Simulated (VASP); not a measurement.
# KF in VASP: further runs, part 2 of 2

VASP 6.6.1. The steps go on from the part before.

## 6. Single point, PBE (normal strain along x +0.0525, normal strain along z +0.0000)

Input file INCAR:

```
SYSTEM = KF
PREC = Accurate
ENCUT = 520
EDIFF = 1E-6
ISMEAR = 0
SIGMA = 0.05
LREAL = .FALSE.
LASPH = .TRUE.
NELM = 60
ALGO = Normal
ISIF = 2
LWAVE = .FALSE.
LCHARG = .FALSE.
GGA = PE
NBANDS = 15
```

Input file KPOINTS:

```
regular mesh
0
G
  8 8 8
  0 0 0
```

Input file POSCAR:

```
KF
1.0
    0.0000000000      2.7105354767      2.7105354767
    2.8528385892      0.0000000000      2.7105354767
    2.8528385892      2.7105354767      0.0000000000
K F
1 1
Direct
    0.0000000000      0.0000000000      0.0000000000
    0.5000000000      0.5000000000      0.5000000000
```

Potentials or basis: VASP PAW PBE potentials, release 64 (K_sv, F).

The run is started by

```bash
$ cat potpaw_PBE.64/K_sv/POTCAR potpaw_PBE.64/F/POTCAR > POTCAR
$ mpirun -np 1 vasp_std > vasp.out
```

OUTCAR:

```text
SYSTEM = KF
   PREC = Accurate
   ENCUT = 520
   EDIFF = 1E-6
   ISMEAR = 0
   LREAL = .FALSE.
   LASPH = .TRUE.
   NELM = 60
   ISIF = 2
   GGA = PE

 ion  position               nearest neighbor table
   1  0.000  0.000  0.000-   2 2.71   2 2.71   2 2.71   2 2.71   2 2.85   2 2.85
   2  0.500  0.500  0.500-   1 2.71   1 2.71   1 2.71   1 2.71   1 2.85   1 2.85

  LATTYP: Found a body centered tetragonal cell.
 ALAT       =     3.8332760324
 C/A-ratio  =     1.4884597744

  Lattice vectors:

 A1 = (   2.8528385892,   0.0000000000,   2.7105354767)
 A2 = (   2.8528385892,   0.0000000000,  -2.7105354767)
 A3 = (  -2.8528385892,   2.7105354767,   0.0000000000)

Analysis of symmetry for initial positions (statically):
=====================================================================
 Subroutine PRICEL returns:
 Original cell was already a primitive cell.

 Routine SETGRP: Setting up the symmetry group for a
 body centered tetragonal supercell.

 Subroutine GETGRP returns: Found 16 space group operations
 (whereof 16 operations were pure point group operations)
 out of a pool of 16 trial point group operations.

The static configuration has the point symmetry D_4h.

Analysis of symmetry for dynamics (positions and initial velocities):
=====================================================================
 Subroutine PRICEL returns:
 Original cell was already a primitive cell.

 Routine SETGRP: Setting up the symmetry group for a
 body centered tetragonal supercell.

 Subroutine GETGRP returns: Found 16 space group operations
 (whereof 16 operations were pure point group operations)
 out of a pool of 16 trial point group operations.

The dynamic configuration has the point symmetry D_4h.

 Subroutine INISYM returns: Found 16 space group operations
 (whereof 16 operations are pure point group operations),
 and found     1 'primitive' translations

----------------------------------------------------------------------------------------

                                     Primitive cell

  volume of cell :      41.9196

  direct lattice vectors                    reciprocal lattice vectors
     0.000000000  2.710535477  2.710535477    -0.175264034  0.184465396  0.184465396
     2.852838589  0.000000000  2.710535477     0.175264034 -0.184465396  0.184465396
     2.852838589  2.710535477  0.000000000     0.175264034  0.184465396 -0.184465396

  length of vectors
     3.833276032  3.935186220  3.935186220     0.314280840  0.314280840  0.314280840

  position of ions in fractional coordinates (direct lattice)
     0.000000000  0.000000000  0.000000000
     0.500000000  0.500000000  0.500000000

  ion indices of the primitive-cell ions
   primitive index   ion index
                 1           1
                 2           2

----------------------------------------------------------------------------------------

 KPOINTS: regular mesh

Automatic generation of k-mesh.
 Grid dimensions read from file:
 generate k-points for:    8    8    8

 Generating k-lattice:

  Cartesian coordinates                     Fractional coordinates (reciprocal lattice)
    -0.021908004  0.023058174  0.023058174     0.125000000  0.000000000  0.000000000
     0.021908004 -0.023058174  0.023058174     0.000000000  0.125000000  0.000000000
     0.021908004  0.023058174 -0.023058174     0.000000000  0.000000000  0.125000000

  Length of vectors
     0.039285105  0.039285105  0.039285105

  Shift w.r.t. Gamma in fractional coordinates (k-lattice)
[... 40 lines left out ...]
   NGX,Y,Z   is equivalent  to a cutoff of  13.01, 12.67, 12.67 a.u.
   NGXF,Y,Z  is equivalent  to a cutoff of  26.02, 25.35, 25.35 a.u.
 SYSTEM =  KF
   PREC   = accura    normal or accurate (medium, high low for compatibility)
   ISTART =      0    job   : 0-new  1-cont  2-samecut
   ICHARG =      2    charge: 1-file 2-atom 10-const
   ISPIN  =      1    spin polarized calculation?
   LNONCOLLINEAR =      F non collinear calculations
   LSORBIT =      F    spin-orbit coupling
   LASPH  =      T    aspherical Exc in radial PAW
   ENCUT  =  520.0 eV  38.22 Ry    6.18 a.u.   7.13  7.32  7.32*2*pi/ulx,y,z
   NELM   =     60;   NELMIN=  2; NELMDL= -5     # of ELM steps
   EDIFF  = 0.1E-05   stopping-criterion for ELM
   LREAL  =      F    real-space projection
   EDIFFG = 0.1E-04   stopping-criterion for IOM
   NSW    =      0    number of steps for IOM
   IBRION =     -1    ionic relax: 0-MD 1-quasi-New 2-CG
   NFREE  =      0    steps in history (QN), initial steepest desc. (CG)
   ISIF   =      2    stress and relaxation
   ISYM   =      2    0-nonsym 1-usesym 2-fastsym
   POTIM  = 0.5000    time-step for ionic-motion
   TEBEG  =    0.0;   TEEND  =   0.0 temperature during run
   PSTRESS=    0.0 pullay stress
   NELECT =      16.0000    total number of electrons
   NUPDOWN=      -1.0000    fix difference up-down
   EMIN   =  10.00;   EMAX   =-10.00  energy-range for DOS
   EFERMI =   0.00;   METHOD = LEGACY
   ISMEAR =     0;   SIGMA  =   0.05  broadening in eV -4-tet -1-fermi 0-gaus
   EFERMI_NEDOS =   21; number of points for ismear=-14 and -15
   IALGO  =     38    algorithm
   IMIX   =      4    mixing-type and parameters
     AMIX     =   0.40;   BMIX     =  1.00
     AMIX_MAG =   1.60;   BMIX_MAG =  1.00
  volume/ion in A,a.u.               =      20.96       141.44
  Fermi-wavevector in a.u.,A,eV,Ry     =   1.187524  2.244095 19.187113  1.410213
  Thomas-Fermi vector in A             =   2.323673
   LORBIT       =      0    0 simple, 1 ext, 2 COOP (PROOUT), +10 PAW based schemes
   GGA     = PE    functional components
   LHFCALC =     F    Hartree Fock is set to
   AEXX    =    0.0000 exact exchange contribution
   IVDW    =     0    specifies the selected vdW correction
   LEPSILON=     F    determine dielectric tensor
   LRPA    =     F    only Hartree local field effects (RPA)
 non-spin polarized calculation
 Gauss-broadening in eV      SIGMA  =   0.05
  energy-cutoff  :      520.00
  volume of cell :       41.92
 maximum number of plane-waves:      1146
 NGX is ok and might be reduce to    30
   NGX = 15   NGY = 15   NGZ = 15

 number of electron      15.9999998 magnetization

 Free energy of the ion-electron system (eV)
  ---------------------------------------------------
  ext. energy  EPLUGINS =         0.00000000
  ---------------------------------------------------
  free energy    TOTEN  =        -8.28546146 eV

  energy without entropy =       -8.28546146  energy(sigma->0) =       -8.28546146

 E-fermi :  -2.6973     XC(G=0):  -7.9826

 val. band max:       -3.0205255482   @ k =   0.0000   0.0000   0.0000
 cond. band min:       2.6534637901   @ k =   0.0000   0.0000   0.0000
 fundamental gap:      5.6739893382
 Fermi energy:        -2.6973047048

 k-point     1 :       0.0000    0.0000    0.0000
  band No.  band energies     occupation
      1     -29.4399      2.00000
      2     -21.6455      2.00000
      3     -12.7692      2.00000
      4     -12.7399      2.00000
      5     -12.7399      2.00000
      6      -3.0640      2.00000
      7      -3.0205      2.00000
      8      -3.0205      2.00000
      9       2.6535      0.00000
     10       7.2072      0.00000
     11       7.4758      0.00000
     12       7.4758      0.00000
     13       8.7172      0.00000
     14       9.1597      0.00000
[... 401 lines left out ...]
      2     -21.6830      2.00000
      3     -12.8915      2.00000
      4     -12.8304      2.00000
      5     -12.7357      2.00000
      6      -3.5482      2.00000
      7      -3.2672      2.00000
      8      -3.1839      2.00000
      9       4.6750      0.00000
     10       6.5152      0.00000
     11       8.2291      0.00000
     12       8.3984      0.00000
     13       9.7703      0.00000
     14       9.9003      0.00000
     15      14.1222      0.00000

 [... further k-points ...]

------------------------ aborting loop because EDIFF is reached ----------------------------------------

  FORCE on cell =-STRESS in cart. coord.  units (eV):
  Direction    XX          YY          ZZ          XY          YZ          ZX
  --------------------------------------------------------------------------------------
  -------------------------------------------------------------------------------------
  Total       -0.5776588     -0.1702292     -0.1702292      0.0000000      0.0000000      0.0000000
  in kB      -22.0782462     -6.5061971     -6.5061971      0.0000000      0.0000000      0.0000000
  external PRESSURE =     -11.6968801 kB  Pullay stress =       0.0000000 kB

 VOLUME and BASIS-vectors are now :
 -----------------------------------------------------------------------------
  energy-cutoff  :      520.00
  volume of cell :       41.92
      direct lattice vectors                 reciprocal lattice vectors
     0.000000000  2.710535477  2.710535477    -0.175264034  0.184465396  0.184465396
     2.852838589  0.000000000  2.710535477     0.175264034 -0.184465396  0.184465396
     2.852838589  2.710535477  0.000000000     0.175264034  0.184465396 -0.184465396

 POSITION                                       TOTAL-FORCE (eV/Angst)
 -----------------------------------------------------------------------------------
      0.00000      0.00000      0.00000         0.000000      0.000000      0.000000
      2.85284      2.71054      2.71054        -0.000000      0.000000      0.000000
 -----------------------------------------------------------------------------------
    total drift:                                0.000000      0.000000      0.000000

  FREE ENERGIE OF THE ION-ELECTRON SYSTEM (eV)
  ---------------------------------------------------
  free  energy   TOTEN  =        -8.2854614596 eV

  energy  without entropy=       -8.2854614596  energy(sigma->0) =       -8.28546146
```

OSZICAR:

```text
N       E                     dE             d eps       ncg     rms          rms(c)
DAV:   1     0.109806711442E+03    0.10981E+03   -0.80637E+03  1770   0.102E+03
DAV:   2    -0.488099277904E+01   -0.11469E+03   -0.10443E+03  2341   0.278E+02
DAV:   3    -0.946493473686E+01   -0.45839E+01   -0.45608E+01  2380   0.503E+01
DAV:   4    -0.958603802990E+01   -0.12110E+00   -0.12110E+00  2367   0.767E+00
DAV:   5    -0.958726262452E+01   -0.12246E-02   -0.12246E-02  2407   0.685E-01    0.625E+00
DAV:   6    -0.832363343804E+01    0.12636E+01   -0.36982E+00  1896   0.140E+01    0.360E+00
DAV:   7    -0.828926024996E+01    0.34373E-01   -0.68607E-02  2141   0.221E+00    0.201E+00
DAV:   8    -0.828291923962E+01    0.63410E-02   -0.56885E-02  2036   0.230E+00    0.203E-01
DAV:   9    -0.828466986638E+01   -0.17506E-02   -0.37981E-03  2134   0.509E-01    0.121E-01
DAV:  10    -0.828532200609E+01   -0.65214E-03   -0.49902E-04  1896   0.186E-01    0.664E-02
DAV:  11    -0.828546081815E+01   -0.13881E-03   -0.13303E-04  1875   0.941E-02    0.182E-02
DAV:  12    -0.828546102136E+01   -0.20321E-06   -0.11219E-05  2240   0.317E-02    0.377E-03
DAV:  13    -0.828546145965E+01   -0.43829E-06   -0.21315E-06  1952   0.126E-02
   1 F= -.82854615E+01 E0= -.82854615E+01  d E =-.826254E-22
```

stdout:

```text
POSCAR found type information on POSCAR K F
 POSCAR found :  2 types and       2 ions
 scaLAPACK will be used
 LDA part: xc-table for (Slater+PW92), standard interpolation
 POSCAR, INCAR and KPOINTS ok, starting setup
 FFT: planning ... GRIDC
 FFT: planning ... GRID_SOFT
 FFT: planning ... GRID
 WAVECAR not read
 entering main loop
```

Run time: 16 s. Hardware: 1 thread of AMD EPYC 9R45 (Zen 5), shared host; peak memory 0.16 GiB.

What came out:

* Free energy: -8.2855 eV
* Pressure: -1.2 GPa
* Band gap on the k mesh: 5.67 eV

Caveat: the cell differs from its parent crystal (normal strain along x +0.0525, normal strain along z +0.0000).

## 7. Single point, PBE (normal strain along x -0.0175, normal strain along z -0.0375)

Input file INCAR:

```
PREC = Accurate
ENCUT = 520
EDIFF = 1E-6
ISMEAR = 0
SIGMA = 0.05
LREAL = F
LASPH = T
NELM = 100
ALGO = Normal
ISIF = 2
LWAVE = F
LCHARG = F
GGA = PE
NBANDS = 15
```

Input file KPOINTS:

```
regular mesh
0
Gamma
  8 8 8
```

Input file POSCAR:

```
KF
1.0
    0.0000000000      2.7105354767      2.6088903963
    2.6631011059      0.0000000000      2.6088903963
    2.6631011059      2.7105354767      0.0000000000
K F
1 1
Direct
    0.0000000000      0.0000000000      0.0000000000
    0.5000000000      0.5000000000      0.5000000000
```

Potentials or basis: VASP PAW PBE potentials, release 64 (K_sv, F).

The run is started by

```bash
$ cat potpaw_PBE.64/K_sv/POTCAR potpaw_PBE.64/F/POTCAR > POTCAR
$ mpirun -np 1 vasp_std > vasp.out
```

OUTCAR:

```text
PREC = Accurate
   ENCUT = 520
   EDIFF = 1E-6
   ISMEAR = 0
   LREAL = F
   LASPH = T
   NELM = 100
   ISIF = 2
   GGA = PE

 ion  position               nearest neighbor table
   1  0.000  0.000  0.000-   2 2.61   2 2.61   2 2.66   2 2.66   2 2.71   2 2.71
   2  0.500  0.500  0.500-   1 2.61   1 2.61   1 2.66   1 2.66   1 2.71   1 2.71

  LATTYP: Found a face centered orthorhombic cell.
 ALAT       =     5.2177807926
 B/A-ratio  =     1.0207792208
 C/A-ratio  =     1.0389610390

  Lattice vectors:

 A1 = (   2.6631011059,   2.7105354767,   0.0000000000)
 A2 = (   0.0000000000,   2.7105354767,   2.6088903963)
 A3 = (   2.6631011059,   0.0000000000,   2.6088903963)

Analysis of symmetry for initial positions (statically):
=====================================================================
 Subroutine PRICEL returns:
 Original cell was already a primitive cell.

 Routine SETGRP: Setting up the symmetry group for a
 face centered orthorhombic supercell.

 Subroutine GETGRP returns: Found  8 space group operations
 (whereof  8 operations were pure point group operations)
 out of a pool of  8 trial point group operations.

The static configuration has the point symmetry D_2h.

Analysis of symmetry for dynamics (positions and initial velocities):
=====================================================================
 Subroutine PRICEL returns:
 Original cell was already a primitive cell.

 Routine SETGRP: Setting up the symmetry group for a
 face centered orthorhombic supercell.

 Subroutine GETGRP returns: Found  8 space group operations
 (whereof  8 operations were pure point group operations)
 out of a pool of  8 trial point group operations.

The dynamic configuration has the point symmetry D_2h.

 Subroutine INISYM returns: Found  8 space group operations
 (whereof  8 operations are pure point group operations),
 and found     1 'primitive' translations

[... 120 lines left out ...]
   LHFCALC =     F    Hartree Fock is set to
   AEXX    =    0.0000 exact exchange contribution
   IVDW    =     0    specifies the selected vdW correction
   LEPSILON=     F    determine dielectric tensor
   LRPA    =     F    only Hartree local field effects (RPA)
 non-spin polarized calculation
 Gauss-broadening in eV      SIGMA  =   0.05
  energy-cutoff  :      520.00
  volume of cell :       37.66
 maximum number of plane-waves:      1034
   NGX = 13   NGY = 13   NGZ = 15

 number of electron      16.0000006 magnetization

 Free energy of the ion-electron system (eV)
  ---------------------------------------------------
  ext. energy  EPLUGINS =         0.00000000
  ---------------------------------------------------
  free energy    TOTEN  =        -8.27896936 eV

  energy without entropy =       -8.27896936  energy(sigma->0) =       -8.27896936

 E-fermi :  -2.4560     XC(G=0):  -8.4603

 val. band max:       -2.7371628126   @ k =   0.0000   0.0000   0.0000
 cond. band min:       3.4565223568   @ k =   0.0000   0.0000   0.0000
 fundamental gap:      6.1936851694
 Fermi energy:        -2.4559784980

 k-point     1 :       0.0000    0.0000    0.0000
  band No.  band energies     occupation
      1     -28.8690      2.00000
      2     -21.4345      2.00000
      3     -12.1161      2.00000
      4     -12.1088      2.00000
      5     -12.1070      2.00000
      6      -2.7977      2.00000
      7      -2.7734      2.00000
      8      -2.7372      2.00000
      9       3.4565      0.00000
     10       7.8429      0.00000
     11       7.9468      0.00000
     12       8.0630      0.00000
     13       9.4762      0.00000
     14       9.8067      0.00000
[... 401 lines left out ...]
      2     -21.4973      2.00000
      3     -12.3467      2.00000
      4     -12.1891      2.00000
      5     -12.1675      2.00000
      6      -3.3610      2.00000
      7      -3.0309      2.00000
      8      -2.9661      2.00000
      9       5.9571      0.00000
     10       7.0435      0.00000
     11       9.0548      0.00000
     12       9.4184      0.00000
     13      10.5731      0.00000
     14      10.9544      0.00000
     15      14.7934      0.00000

 [... further k-points ...]

------------------------ aborting loop because EDIFF is reached ----------------------------------------

  FORCE on cell =-STRESS in cart. coord.  units (eV):
  Direction    XX          YY          ZZ          XY          YZ          ZX
  --------------------------------------------------------------------------------------
  -------------------------------------------------------------------------------------
  Total        0.4363197      0.1976022      0.7776931      0.0000000      0.0000000      0.0000000
  in kB       18.5603781      8.4056987     33.0818855      0.0000000      0.0000000      0.0000000
  external PRESSURE =      20.0159874 kB  Pullay stress =       0.0000000 kB

 VOLUME and BASIS-vectors are now :
 -----------------------------------------------------------------------------
  energy-cutoff  :      520.00
  volume of cell :       37.66
      direct lattice vectors                 reciprocal lattice vectors
     0.000000000  2.710535477  2.608890396    -0.187751039  0.184465396  0.191652359
     2.663101106  0.000000000  2.608890396     0.187751039 -0.184465396  0.191652359
     2.663101106  2.710535477  0.000000000     0.187751039  0.184465396 -0.191652359

 POSITION                                       TOTAL-FORCE (eV/Angst)
 -----------------------------------------------------------------------------------
      0.00000      0.00000      0.00000         0.000000      0.000000      0.000000
      2.66310      2.71054      2.60889         0.000000     -0.000000      0.000000
 -----------------------------------------------------------------------------------
    total drift:                                0.000000      0.000000      0.000000

  FREE ENERGIE OF THE ION-ELECTRON SYSTEM (eV)
  ---------------------------------------------------
  free  energy   TOTEN  =        -8.2789693584 eV

  energy  without entropy=       -8.2789693584  energy(sigma->0) =       -8.27896936
```

stdout:

```text
POSCAR found type information on POSCAR K F
 POSCAR found :  2 types and       2 ions
 scaLAPACK will be used
 LDA part: xc-table for (Slater+PW92), standard interpolation
 POSCAR, INCAR and KPOINTS ok, starting setup
 FFT: planning ... GRIDC
 FFT: planning ... GRID_SOFT
 FFT: planning ... GRID
 WAVECAR not read
 entering main loop
```

Wall time 82 s (1 thread of Intel Xeon 8259CL, shared host); peak memory 0.19 GiB.

Results:

```
Free energy            : -8.2790 eV
Pressure               : 2.0 GPa
Band gap on the k mesh : 6.19 eV
```

Levels at points of the mesh, in eV from the valence-band top:
| k point | band 4 | band 5 | band 6 | band 7 | band 8 | band 9 | band 10 | band 11 | band 12 | band 13 |
| --- | --- | --- | --- | --- | --- | --- | --- | --- | --- | --- |
| (0.00, 0.00, 0.00) | -9.37 | -9.37 | -0.06 | -0.04 | 0.00 | 6.19 | 10.58 | 10.68 | 10.80 | 12.21 |
| (0.50, 0.00, 0.00) | -9.43 | -9.39 | -0.84 | -0.40 | -0.39 | 9.09 | 10.66 | 12.00 | 12.21 | 14.32 |
| (0.50, 0.50, 0.00) | -9.62 | -9.60 | -0.18 | -0.12 | -0.09 | 8.11 | 10.36 | 12.06 | 13.64 | 14.20 |
| (0.50, 0.00, 0.50) | -9.58 | -9.56 | -0.29 | -0.09 | -0.05 | 8.25 | 10.34 | 11.70 | 13.66 | 14.19 |
| (0.00, 0.50, 0.50) | -9.61 | -9.57 | -0.24 | -0.12 | -0.05 | 8.19 | 10.34 | 11.87 | 13.65 | 14.12 |

Caveat: the cell differs from its parent crystal (normal strain along x -0.0175, normal strain along z -0.0375). A k mesh can miss the band edges.

## 8. Overview

| cell | gap on the mesh (eV) | pressure (GPa) |
| --- | --- | --- |
| a = 3.833, b = 3.800, c = 3.800 Å, angles 60.6, 59.7, 59.7°, 2 atoms | 6.02 | 0.6 |
| a = 3.833, b = 3.867, c = 3.867 Å, angles 59.4, 60.3, 60.3°, 2 atoms | 5.85 | -0.5 |
| a = 3.833, b = 3.901, c = 3.901 Å, angles 58.9, 60.6, 60.6°, 2 atoms | 5.76 | -0.8 |
| a = 3.906, b = 3.906, c = 3.833 Å, angles 60.6, 60.6, 58.8°, 2 atoms | 5.75 | -0.9 |
| a = 3.833, b = 3.935, c = 3.935 Å, angles 58.3, 60.9, 60.9°, 2 atoms | 5.67 | -1.2 |
| a = 3.762, b = 3.728, c = 3.800 Å, angles 60.0, 59.1, 61.0°, 2 atoms | 6.19 | 2.0 |

Alike in all rows: task single point; level PBE; potentials or basis VASP PAW PBE potentials, release 64 (K_sv, F); no spin polarisation; k mesh 8 × 8 × 8; cutoff (eV) 520; smearing gaussian 0.05 eV.

Absolute energies hang on the potentials; compare differences alone.
